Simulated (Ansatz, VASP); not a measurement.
One calculation of Ni, two programs

```
Ni
1.0
     0.00000    1.74789    1.74789
     1.74789    0.00000    1.74789
     1.74789    1.74789    0.00000
Ni
1
Direct
  0.00000 0.00000 0.00000
```

Alike in both runs: task single point; functional revPBE; k mesh 25 × 25 × 25; occupations fermi-dirac, width 0.05 eV; collinear spin.

|  | VASP | Ansatz |
| --- | --- | --- |
| version | VASP 6.6.1 | Ansatz 0.2.0 |
| potentials or method | VASP PAW PBE potentials, release 64 (Ni), cutoff 520 eV | plane waves (420 eV) with PAW, scalar-relativistic |
| valence electrons in the cell | 10 | 18 |

|  | VASP | Ansatz | Ansatz less VASP |
| --- | --- | --- | --- |
| pressure (GPa) | 8.3 | 8.2 | -0.08 |
| net moment per atom (μB) | 0.62 | 0.63 | +0.012 |
| size of the moment on the site where the two differ most (μB) | 0.63 | 0.67 | +0.041 |

VASP's potentials were made for PBE, not for revPBE. Site moments also hang on the region over which each program counts them. VASP's potentials hold 10 valence electrons a cell and Ansatz's 18, so a difference there can come from the potentials and not from the codes.
